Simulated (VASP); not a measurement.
# AlNi (Cmmm) in VASP: further runs

The runs below take AlNi through single point, with r2SCAN+D3(BJ).

All numbers are computed with VASP 6.6.1; they aren't measurements. Logs are shortened: lines on timing, memory, paths and dates and some standing lists are left out, and cuts for length are marked.

## Step 1: The cell of the first run

Symmetry: Cmmm, No. 65, orthorhombic system. Conventional cell: a = 3.912 Å, b = 3.941 Å, c = 3.127 Å, α = 90.00°, β = 90.00°, γ = 90.00°. Within 3.3 Å of Al (site symmetry mmm) lie 8 Ni at 2.50 to 2.52 Å and 6 Al at 2.78 to 3.13 Å. Ni (site symmetry mmm) has 8 Al at 2.50 to 2.52 Å and 6 Ni at 2.78 to 3.13 Å within 3.3 Å.

## Step 2: Single point, r2SCAN+D3(BJ), collinear spin, ferromagnetic start

POSCAR

```
AlNi
1.0
    1.9557758846     -1.9703996092      0.0000000000
    1.9557758846      1.9703996092      0.0000000000
    0.0000000000      0.0000000000      3.1267391604
Al Ni
1 1
Direct
    0.0000000000      0.0000000000      0.0000000000
    0.5000000000      0.5000000000      0.5000000000
```

INCAR.step1

```
SYSTEM = AlNi
PREC = Accurate
ENCUT = 520
ISMEAR = -1
SIGMA = 0.05
LREAL = .False.
LASPH = .True.
NELM = 150
ISPIN = 2
MAGMOM = 0 2
LMAXMIX = 4
NBANDS = 18
GGA = PE
ALGO = Normal
EDIFF = 1E-4
LWAVE = .True.
LCHARG = .False.
```

INCAR.step2

```
SYSTEM = AlNi
PREC = Accurate
ENCUT = 520
EDIFF = 1E-6
ISMEAR = -1
SIGMA = 0.05
LREAL = .False.
LASPH = .True.
NELM = 150
ALGO = Normal
ISIF = 2
LWAVE = .False.
LCHARG = .False.
ISPIN = 2
MAGMOM = 0 2
LORBIT = 11
LMAXMIX = 4
METAGGA = R2SCAN
LMIXTAU = .True.
IVDW = 12
VDW_S6 = 1.0
VDW_S8 = 0.78981345
VDW_A1 = 0.49484001
VDW_A2 = 5.73083694
NBANDS = 18
ISTART = 1
```

KPOINTS

```
regular mesh
0
Gamma
  10 10 9
  0 0 0
```

Potentials or basis: VASP PAW PBE potentials, release 64 (Al, Ni).

The run is started by

```bash
$ cat potpaw_PBE.64/Al/POTCAR potpaw_PBE.64/Ni/POTCAR > POTCAR
$ cp INCAR.step1 INCAR
$ mpirun -np 1 vasp_std > vasp.out
$ cp INCAR.step2 INCAR
$ mpirun -np 1 vasp_std > vasp.out
```

OUTCAR:

```text
SYSTEM = AlNi
   PREC = Accurate
   ENCUT = 520
   EDIFF = 1E-6
   ISMEAR = -1
   LREAL = .False.
   LASPH = .True.
   NELM = 150
   ISIF = 2
   ISPIN = 2
   LORBIT = 11
   METAGGA = R2SCAN
   IVDW = 12
   ISTART = 1
 IVDW          = 12

 ion  position               nearest neighbor table
   1  0.000  0.000  0.000-   2 2.50   2 2.50   2 2.50   2 2.50   2 2.52   2 2.52   2 2.52   2 2.52

   2  0.500  0.500  0.500-   1 2.50   1 2.50   1 2.50   1 2.50   1 2.52   1 2.52   1 2.52   1 2.52

  LATTYP: Found a base centered orthorhombic cell.
 ALAT       =     3.9115517692
 B/A-ratio  =     1.0074771985
 C/A-ratio  =     0.7993602910

  Lattice vectors:

 A1 = (   1.9557758846,  -1.9703996092,   0.0000000000)
 A2 = (   1.9557758846,   1.9703996092,   0.0000000000)
 A3 = (   0.0000000000,   0.0000000000,   3.1267391604)

Analysis of symmetry for initial positions (statically):
=====================================================================
 Subroutine PRICEL returns:
 Original cell was already a primitive cell.

 Routine SETGRP: Setting up the symmetry group for a
 base centered orthorhombic supercell.

 Subroutine GETGRP returns: Found  8 space group operations
 (whereof  8 operations were pure point group operations)
 out of a pool of  8 trial point group operations.

The static configuration has the point symmetry D_2h.

Analysis of symmetry for dynamics (positions and initial velocities):
=====================================================================
 Subroutine PRICEL returns:
 Original cell was already a primitive cell.

 Routine SETGRP: Setting up the symmetry group for a
 base centered orthorhombic supercell.

 Subroutine GETGRP returns: Found  8 space group operations
 (whereof  8 operations were pure point group operations)
 out of a pool of  8 trial point group operations.

The dynamic configuration has the point symmetry D_2h.

Analysis of structural, dynamic, and magnetic symmetry:
=====================================================================
 Subroutine PRICEL returns:
 Original cell was already a primitive cell.

 Routine SETGRP: Setting up the symmetry group for a
 base centered orthorhombic supercell.

 Subroutine GETGRP returns: Found  8 space group operations
 (whereof  8 operations were pure point group operations)
 out of a pool of  8 trial point group operations.

The overall configuration has the point symmetry D_2h.

 Subroutine INISYM returns: Found  8 space group operations
 (whereof  8 operations are pure point group operations),
 and found     1 'primitive' translations

----------------------------------------------------------------------------------------

                                     Primitive cell

  volume of cell :      24.0988

  direct lattice vectors                    reciprocal lattice vectors
     1.955775885 -1.970399609  0.000000000     0.255653014 -0.253755633  0.000000000
     1.955775885  1.970399609  0.000000000     0.255653014  0.253755633  0.000000000
     0.000000000  0.000000000  3.126739160     0.000000000  0.000000000  0.319822009

  length of vectors
     2.776244573  2.776244573  3.126739160     0.360208807  0.360208807  0.319822009

  position of ions in fractional coordinates (direct lattice)
     0.000000000  0.000000000  0.000000000
     0.500000000  0.500000000  0.500000000

  ion indices of the primitive-cell ions
   primitive index   ion index
                 1           1
                 2           2

----------------------------------------------------------------------------------------

 KPOINTS: regular mesh

Automatic generation of k-mesh.
 Grid dimensions read from file:
 generate k-points for:   10   10    9

 Generating k-lattice:

  Cartesian coordinates                     Fractional coordinates (reciprocal lattice)
     0.025565301 -0.025375563  0.000000000     0.100000000  0.000000000  0.000000000
     0.025565301  0.025375563  0.000000000     0.000000000  0.100000000  0.000000000
     0.000000000  0.000000000  0.035535779     0.000000000  0.000000000  0.111111111

  Length of vectors
     0.036020881  0.036020881  0.035535779

  Shift w.r.t. Gamma in fractional coordinates (k-lattice)
     0.000000000  0.000000000  0.000000000

 Subroutine IBZKPT returns following result:
 ===========================================

 Found    155 irreducible k-points:

 Following reciprocal coordinates:
            Coordinates               Weight
  0.000000  0.000000  0.000000      1.000000
  0.100000 -0.000000  0.000000      4.000000
  0.200000 -0.000000  0.000000      4.000000
  0.300000  0.000000  0.000000      4.000000
  0.400000  0.000000  0.000000      4.000000
  0.500000  0.000000  0.000000      2.000000
[... 16 lines left out ...]
  0.300000  0.300000  0.000000      2.000000
  0.400000  0.300000  0.000000      4.000000
 [... further k-points ...]
   k-points           NKPTS =    155   k-points in BZ     NKDIM =    155   number of bands    NBANDS=     18
   number of dos      NEDOS =    301   number of ions     NIONS =      2
   total plane-waves  NPLWV =  13824
   dimension x,y,z NGX =    24 NGY =   24 NGZ =   24
   dimension x,y,z NGXF=    48 NGYF=   48 NGZF=   48
   ions per type =               1   1
   NGX,Y,Z   is equivalent  to a cutoff of  14.37, 14.37, 12.76 a.u.
   NGXF,Y,Z  is equivalent  to a cutoff of  28.74, 28.74, 25.52 a.u.
 SYSTEM =  AlNi
   PREC   = accura    normal or accurate (medium, high low for compatibility)
   ISTART =      1    job   : 0-new  1-cont  2-samecut
   ICHARG =      0    charge: 1-file 2-atom 10-const
   ISPIN  =      2    spin polarized calculation?
   LNONCOLLINEAR =      F non collinear calculations
   LSORBIT =      F    spin-orbit coupling
   LASPH  =      T    aspherical Exc in radial PAW
   ENCUT  =  520.0 eV  38.22 Ry    6.18 a.u.   5.16  5.16  5.81*2*pi/ulx,y,z
   NELM   =    150;   NELMIN=  2; NELMDL=  0     # of ELM steps
   EDIFF  = 0.1E-05   stopping-criterion for ELM
   LREAL  =      F    real-space projection
   EDIFFG = 0.1E-04   stopping-criterion for IOM
   NSW    =      0    number of steps for IOM
   IBRION =     -1    ionic relax: 0-MD 1-quasi-New 2-CG
   NFREE  =      0    steps in history (QN), initial steepest desc. (CG)
   ISIF   =      2    stress and relaxation
   ISYM   =      2    0-nonsym 1-usesym 2-fastsym
   POTIM  = 0.5000    time-step for ionic-motion
   TEBEG  =    0.0;   TEEND  =   0.0 temperature during run
   PSTRESS=    0.0 pullay stress
   NELECT =      13.0000    total number of electrons
   NUPDOWN=      -1.0000    fix difference up-down
   EMIN   =  10.00;   EMAX   =-10.00  energy-range for DOS
   EFERMI =   0.00;   METHOD = LEGACY
   ISMEAR =    -1;   SIGMA  =   0.05  broadening in eV -4-tet -1-fermi 0-gaus
   EFERMI_NEDOS =   21; number of points for ismear=-14 and -15
   IALGO  =     38    algorithm
   IMIX   =      4    mixing-type and parameters
     AMIX     =   0.40;   BMIX     =  1.00
     AMIX_MAG =   1.60;   BMIX_MAG =  1.00
  volume/ion in A,a.u.               =      12.05        81.31
  Fermi-wavevector in a.u.,A,eV,Ry     =   1.332675  2.518391 24.164257  1.776023
  Thomas-Fermi vector in A             =   2.461592
   LORBIT       =     11    0 simple, 1 ext, 2 COOP (PROOUT), +10 PAW based schemes
   METAGGA = R2SCAN    functional components
   LHFCALC =     F    Hartree Fock is set to
   AEXX    =    0.0000 exact exchange contribution
   IVDW    =    12    specifies the selected vdW correction
   LEPSILON=     F    determine dielectric tensor
   LRPA    =     F    only Hartree local field effects (RPA)
 spin polarized calculation
  energy-cutoff  :      520.00
  volume of cell :       24.10
 maximum number of plane-waves:       662
 NGX is ok and might be reduce to    24
   NGX = 11   NGY = 11   NGZ = 11

 number of electron      12.9999997 magnetization       0.0000150

 Free energy of the ion-electron system (eV)
  ---------------------------------------------------
  ext. energy  EPLUGINS =         0.00000000
  ---------------------------------------------------
  free energy    TOTEN  =       -20.01690400 eV

  energy without entropy =      -20.00943829  energy(sigma->0) =      -20.01317114

 E-fermi :   9.7860     XC(G=0): -12.9718

 val. band max:        9.7769690936   @ k =   0.4000   0.2000   0.1111
 cond. band min:       9.7885573032   @ k =  -0.4000   0.2000   0.1111
 fundamental gap:      0.0115882096
 Fermi energy:         9.7859612441

 spin component 1

 k-point     1 :       0.0000    0.0000    0.0000
  band No.  band energies     occupation
      1      -1.8823      1.00000
      2       6.3580      1.00000
      3       6.5535      1.00000
      4       8.1418      1.00000
      5       8.1604      1.00000
      6       8.3954      1.00000
[... 10 lines left out ...]
     17      34.1867      0.00000
     18      34.1898      0.00000
[... 463 lines left out ...]
 k-point    24 :       0.4000    0.3000    0.0000
  band No.  band energies     occupation
      1       2.9206      1.00000
      2       5.5570      1.00000
      3       7.1093      1.00000
      4       7.3102      1.00000
      5       7.6215      1.00000
      6       7.6221      1.00000
[... 10 lines left out ...]
     17      33.8861      0.00000
     18      34.8141      0.00000

 [... further k-points ...]

 spin component 2

 k-point     1 :       0.0000    0.0000    0.0000
  band No.  band energies     occupation
      1      -1.8823      1.00000
      2       6.3580      1.00000
      3       6.5535      1.00000
      4       8.1418      1.00000
      5       8.1604      1.00000
      6       8.3954      1.00000
[... 10 lines left out ...]
     17      34.1867      0.00000
     18      34.1898      0.00000
[... 463 lines left out ...]
 k-point    24 :       0.4000    0.3000    0.0000
  band No.  band energies     occupation
      1       2.9205      1.00000
      2       5.5570      1.00000
      3       7.1093      1.00000
      4       7.3102      1.00000
      5       7.6215      1.00000
      6       7.6221      1.00000
[... 10 lines left out ...]
     17      33.8861      0.00000
     18      34.8141      0.00000

 [... further k-points ...]

------------------------ aborting loop because EDIFF is reached ----------------------------------------

 Edisp (eV)   -0.41336

 E8    (eV) :    -0.1432

  FORCE on cell =-STRESS in cart. coord.  units (eV):
  Direction    XX          YY          ZZ          XY          YZ          ZX
  --------------------------------------------------------------------------------------
  -------------------------------------------------------------------------------------
  Total      -0.49977    -0.74349    -1.72212    -0.00000     0.00000     0.00000
  in kB     -33.22636   -49.43017  -114.49316    -0.00000     0.00000     0.00000
  external pressure =      -65.72 kB  Pullay stress =        0.00 kB

 VOLUME and BASIS-vectors are now :
 -----------------------------------------------------------------------------
  energy-cutoff  :      520.00
  volume of cell :       24.10
      direct lattice vectors                 reciprocal lattice vectors
     1.955775885 -1.970399609  0.000000000     0.255653014 -0.253755633  0.000000000
     1.955775885  1.970399609  0.000000000     0.255653014  0.253755633  0.000000000
     0.000000000  0.000000000  3.126739160     0.000000000  0.000000000  0.319822009

 POSITION                                       TOTAL-FORCE (eV/Angst)
 -----------------------------------------------------------------------------------
      0.00000      0.00000      0.00000        -0.000000     -0.000000      0.000000
      1.95578      0.00000      1.56337         0.000000      0.000000      0.000000
 -----------------------------------------------------------------------------------
    total drift:                                0.000000      0.000000     -0.000000

  FREE ENERGIE OF THE ION-ELECTRON SYSTEM (eV)
  ---------------------------------------------------
  free  energy   TOTEN  =       -20.4302678021 eV

  energy  without entropy=      -20.4228020957  energy(sigma->0) =      -20.42653495

 total charge

# of ion       s       p       d       tot
------------------------------------------
    1        0.382   0.425   0.000   0.807
    2        0.486   0.533   8.475   9.494
--------------------------------------------------
tot          0.868   0.958   8.475  10.301

 magnetization (x)

# of ion       s       p       d       tot
------------------------------------------
    1        0.000   0.000   0.000   0.000
    2        0.000  -0.000   0.000   0.000
--------------------------------------------------
tot          0.000   0.000   0.000   0.000
```

Wall time 2.9 min (1 thread of Intel Xeon 6975P-C, shared host); peak memory 0.25 GiB.

Results:

```
Free energy                                           : -20.4303 eV
Pressure                                              : -6.6 GPa
Net moment                                            : 0.00 μB per cell
Valence electrons inside the program's atomic spheres : Al 0.81; Ni 9.49
Dispersion energy per atom                            : -0.207 eV
```

Caveat: the starting moments collapsed, and a magnetic state may lie lower; three body term missing; the PAW data sets were made with another functional, which shifts forces and pressure a little; pairwise dispersion overbinds metals, which lowers pressure and volume.

(Continued in part 2 of 2.)
